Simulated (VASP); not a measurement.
Runs of VASP 6.6.1 on Pd. The structure is that of space group Im-3m (No. 229), or close to it. The cells are those of the table. 

```tsv
cell	k mesh	gap on the mesh (eV)	pressure (GPa)
a = 2.745 Å, angles 109.1, 109.1, 110.3°, 1 atom	16 × 16 × 16	none	-13.2
a = 2.707 Å, angles 111.1, 111.1, 106.2°, 1 atom	16 × 16 × 16	none	-7.1
a = 2.637 Å, angles 109.5°, 1 atom	18 × 18 × 18	none	(a)
a = 2.856 Å, angles 109.5°, 1 atom	18 × 18 × 18	none	-23.2
```

Alike in all rows: task single point; level PBEsol; potentials or basis VASP PAW PBE potentials, release 64 (Pd); no spin polarisation; cutoff (eV) 520; smearing gaussian 0.1 eV.

Task: Fill in the values left out.

Result: (a) 7.9.

Caveats: the PAW data sets were made with another functional, which shifts forces and pressure a little.

A k mesh can miss the band edges, and the runs leave out spin-orbit coupling on Pd.

A gap of «none» marks levels without a gap at the run's occupations.
